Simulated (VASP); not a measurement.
A run of VASP 6.6.1:

INCAR

```
  PREC = Accurate
  ENCUT = 600
  EDIFF = 1E-6
  ISMEAR = 0
  SIGMA = 0.1
  LREAL = False
  LASPH = True
  NELM = 100
  ALGO = Normal
  ISIF = 3
  LWAVE = False
  LCHARG = False
  GGA = PE
  IBRION = 2
  NSW = 100
  EDIFFG = -0.01
```

Contents of KPOINTS:

```
Automatic mesh
0
Gamma
  6 6 10
```

POSCAR

```
Ag3BrCl2
1.0
    6.5135305000      0.0000000000      0.0000000000
   -3.2567652500      5.6408828800      0.0000000000
    0.0000000000      0.0000000000      3.9316707700
Ag Br Cl
3 1 2
Direct
    0.5000000000      0.0000000000      0.5000000000
    0.5000000000      0.5000000000      0.5000000000
    0.0000000000      0.5000000000      0.5000000000
    0.0000000000      0.0000000000      0.0000000000
    0.3333333300      0.6666666700      0.0000000000
    0.6666666700      0.3333333300      0.0000000000
```

Potentials or basis: VASP PAW PBE potentials, release 64 (Ag, Br, Cl).

The run is started by

```sh
$ cat potpaw_PBE.64/Ag/POTCAR potpaw_PBE.64/Br/POTCAR potpaw_PBE.64/Cl/POTCAR > POTCAR
$ mpirun -np 1 vasp_std > vasp.out
```

Hardware: 1 thread of Intel(R) Xeon(R) Platinum 8124M CPU @ 3.00GHz (Skylake/Cascade Lake) (shared host).

Task: Estimate the wall time of this run.

Result: Run time: 5.9 min on 1 thread of Intel(R) Xeon(R) Platinum 8124M CPU @ 3.00GHz (Skylake/Cascade Lake), with other jobs on the host, peak memory 0.46 GiB. Counts: scf iterations 21, k points 42, ion steps 2.
